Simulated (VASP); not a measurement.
Input of a VASP 6.6.1 run:

POSCAR

```
CdS
1.0
    0.0000000000      2.7269062253      2.7269062253
    2.7269062253      0.0000000000      2.7269062253
    2.7269062253      2.7269062253      0.0000000000
Cd S
1 1
Direct
   -0.0042461853      0.0042461853      0.0042461853
    0.5148886675      0.4851113325      0.4851113325
```

INCAR.step1

```
SYSTEM = CdS
PREC = Accurate
ENCUT = 520
ISMEAR = 0
SIGMA = 0.05
LREAL = .FALSE.
LASPH = .TRUE.
NELM = 80
NBANDS = 16
GGA = PE
ALGO = Normal
EDIFF = 1E-4
LWAVE = .TRUE.
LCHARG = .FALSE.
```

File INCAR.step2:

```
SYSTEM = CdS
PREC = Accurate
ENCUT = 520
EDIFF = 1E-7
ISMEAR = 0
SIGMA = 0.05
LREAL = .FALSE.
LASPH = .TRUE.
NELM = 80
ALGO = Normal
ISIF = 2
LWAVE = .FALSE.
LCHARG = .FALSE.
METAGGA = R2SCAN
LMIXTAU = .TRUE.
NBANDS = 16
ISTART = 1
```

File KPOINTS:

```
regular mesh
0
G
  8 8 8
  0 0 0
```

Potentials or basis: VASP PAW PBE potentials, release 64 (Cd, S).

Command:

```bash
$ cat potpaw_PBE.64/Cd/POTCAR potpaw_PBE.64/S/POTCAR > POTCAR
$ cp INCAR.step1 INCAR
$ mpirun -np 1 vasp_std > vasp.out
$ cp INCAR.step2 INCAR
$ mpirun -np 1 vasp_std > vasp.out
```

**Question.** What does it give for the largest force?

**Answer.** 0.213 eV/Å.

**Question.** Estimate the pressure.

**Answer.** 0.8 GPa.

Stress tensor (GPa, compression positive):
```
1.57 0.00 0.00
0.00 0.40 0.00
0.00 0.00 0.40
```

Caveat: the cell differs from its parent crystal (mode 4 frozen in at -0.081 Å and mode 5 at +0.000 Å (largest displacements)); the PAW data sets were made with another functional, which shifts forces and pressure a little.
